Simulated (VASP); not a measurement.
Input of a VASP 6.6.1 run:

Contents of INCAR:

```
SYSTEM = HfO2
PREC = Accurate ; ENCUT = 600
EDIFF = 1E-6 ; ISMEAR = 0
SIGMA = 0.01 ; LREAL = .False.
LASPH = .True. ; NELM = 120
ALGO = Normal ; ISIF = 2
LWAVE = .False. ; LCHARG = .True.
GGA = CA ; LELF = .True.
LVHAR = .True. ; NBANDS = 18
GGA_COMPAT = .False.
```

Contents of KPOINTS:

```
regular mesh
0
Gamma
  6 6 6
  0 0 0
```

The input POSCAR:

```
HfO2
1.0
    0.0000000000      2.5291823194      2.5291823194
    2.5291823194      0.0000000000      2.5291823194
    2.5291823194      2.5291823194      0.0000000000
Hf O
1 2
Direct
    0.0000000000      0.0000000000      0.0000000000
    0.2500000000      0.2500000000      0.2500000000
    0.7500000000      0.7500000000      0.7500000000
```

Potentials or basis: VASP PAW LDA potentials, release 64 (Hf_pv, O).

Launch:

```sh
$ cat potpaw_LDA.64/Hf_pv/POTCAR potpaw_LDA.64/O/POTCAR > POTCAR
$ mpirun -np 1 vasp_std > vasp.out
```

(1) What does it give for the band gap on the k mesh?

(2) Predict the pressure.

Answers

(1) 3.61 eV, direct.

(2) -12.3 GPa.

Caveat: spin-orbit coupling is left out, which moves the levels of the heavy elements.
